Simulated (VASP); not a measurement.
Input of a VASP 6.6.1 run:

POSCAR

```
AlGa3N4
1.0
    4.5323246117      0.0000000000      0.0000000000
    0.0000000000      4.5323246117      0.0000000000
    0.0000000000      0.0000000000      4.3921341600
Al Ga N
1 3 4
Direct
    0.0000000000      0.0000000000      0.0000000000
    0.5000000000      0.5000000000      0.0000000000
    0.5000000000      0.0000000000      0.5000000000
    0.0000000000      0.5000000000      0.5000000000
    0.7552133460      0.7552133460      0.2444216185
    0.7552133460      0.2447866540      0.7555783815
    0.2447866540      0.7552133460      0.7555783815
    0.2447866540      0.2447866540      0.2444216185
```

Contents of INCAR.step1:

```
PREC     = Accurate       # precision mode
ENCUT    = 520            # plane-wave cutoff, eV
ISMEAR   = 0              # smearing method
SIGMA    = 0.02           # smearing width, eV
LREAL    = False          # projectors in reciprocal space
LASPH    = True           # aspherical terms in the spheres
NELM     = 100            # most SCF steps
NBANDS   = 41             # bands
GGA      = PE             # functional
ALGO     = Normal         # electronic algorithm
EDIFF    = 1E-4           # SCF threshold, eV
LWAVE    = True           # write WAVECAR
LCHARG   = False          # write CHGCAR
```

Contents of INCAR.step2:

```
PREC     = Accurate       # precision mode
ENCUT    = 520            # plane-wave cutoff, eV
EDIFF    = 1E-6           # SCF threshold, eV
ISMEAR   = 0              # smearing method
SIGMA    = 0.02           # smearing width, eV
LREAL    = False          # projectors in reciprocal space
LASPH    = True           # aspherical terms in the spheres
NELM     = 100            # most SCF steps
ALGO     = Normal         # electronic algorithm
ISIF     = 2              # what is computed and relaxed
LWAVE    = False          # write WAVECAR
LCHARG   = False          # write CHGCAR
METAGGA  = R2SCAN         # meta-GGA
LMIXTAU  = True         
NBANDS   = 41             # bands
ISTART   = 1
```

File KPOINTS:

```
Automatic mesh
0
Gamma
  6 6 6
```

Potentials or basis: VASP PAW PBE potentials, release 64 (Al, Ga_d, N).

Command:

```console
$ cat potpaw_PBE.64/Al/POTCAR potpaw_PBE.64/Ga_d/POTCAR potpaw_PBE.64/N/POTCAR > POTCAR
$ cp INCAR.step1 INCAR
$ mpirun -np 1 vasp_std > vasp.out
$ cp INCAR.step2 INCAR
$ mpirun -np 1 vasp_std > vasp.out
```

Question: What does it give for the pressure?

Answer: -2.0 GPa.

Question: What does it give for the band gap on the k mesh?

Answer: 2.63 eV.

Question: Estimate the largest force.

Answer: 0.081 eV/Å.

Forces in eV/Å, atoms in the order of the input:
```
Al   0.000  0.000  0.000
Ga   0.000  0.000  0.000
Ga   0.000  0.000  0.000
Ga   0.000  0.000  0.000
N    0.047  0.047 -0.046
N    0.047 -0.047  0.046
N   -0.047  0.047  0.046
N   -0.047 -0.047 -0.046
```

Caveat: the cell differs from its parent crystal (biaxial strain in the a-b plane: +1.5 %, then relaxed in part); the PAW data sets were made with another functional, which shifts forces and pressure a little.
